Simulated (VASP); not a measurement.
Be, 2 atoms in the cell. It takes space group P6_3/mmc (No. 194, hexagonal). Conventional cell: a = 2.284 Å, b = 2.284 Å, c = 3.605 Å, α = 90.00°, β = 90.00°, γ = 120.00°. Be (site symmetry -6m2) has 12 Be at 2.23 to 2.28 Å within 3.0 Å. 

| Item | Value |
| --- | --- |
| Program | VASP 6.6.1 |
| Task | relaxation of shape and atoms at fixed volume |
| Functional | r2SCAN |
| Potentials or basis | VASP PAW PBE potentials, release 64 (Be) |
| Cutoff | 600 eV |
| k mesh | 21 × 21 × 12 |
| Occupations | gaussian, width 0.1 eV |
| Spin | no spin polarisation |
| Dipole correction | no |
| Further INCAR settings | ALGO = Normal; EDIFF = 1e-07; IBRION = 2; EDIFFG = -0.01; NSW = 50; ISIF = 4 |

Potentials or basis: VASP PAW PBE potentials, release 64 (Be).

Command:

```bash
$ cat potpaw_PBE.64/Be/POTCAR > POTCAR
$ cp INCAR.step1 INCAR
$ mpirun -np 1 vasp_std > vasp.out
$ cp INCAR.step2 INCAR
$ mpirun -np 1 vasp_std > vasp.out
```

Hardware: 1 thread of Oxide Virtual Turin-like Processor, with other jobs on the host.

How long does it take, and how much memory?

It took 3.5 min on 1 thread of Oxide Virtual Turin-like Processor, with other jobs on the host, peak memory 0.12 GiB. Counts: k points 336, ion steps 2.
